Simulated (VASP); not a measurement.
Runs of VASP 6.6.1 on Rh. The structure is that of space group P6_3/mmc (No. 194), or close to it. The cells are those of the table. This isn't the form of Rh at room conditions, which is fcc.

```tsv
cell	further INCAR settings	gap on the mesh (eV)	pressure (GPa)
a = 2.710, b = 2.710, c = 9.129 Å, angles 90.0, 90.0, 120.0°, 4 atoms	ALGO = Fast; EDIFF = 1e-07; NBANDS = 38	none	-22.0
a = 2.737, b = 2.737, c = 9.129 Å, angles 90.0, 90.0, 120.0°, 4 atoms	ALGO = Fast; EDIFF = 1e-06; NBANDS = 38	none	(a)
a = 2.684, b = 2.684, c = 9.360 Å, angles 90.0, 90.0, 120.0°, 4 atoms	ALGO = Fast; EDIFF = 1e-06; NBANDS = 38	none	-21.9
a = 2.737, b = 2.737, c = 8.898 Å, angles 90.0, 90.0, 120.0°, 4 atoms	ALGO = Fast; EDIFF = 1e-06; NBANDS = 38	none	-21.0
```

Alike in all rows: task single point; level LDA; potentials or basis VASP PAW LDA potentials, release 64 (Rh_pv); no spin polarisation; k mesh 18 × 18 × 6; cutoff (eV) 520; smearing gaussian 0.15 eV.

Problem. Estimate the missing entries.

Solution. (a) -25.6.

Caveats: the cell stands under tension.

A k mesh can miss the band edges, and the runs leave out spin-orbit coupling on Rh.

A gap of «none» marks levels without a gap at the run's occupations.
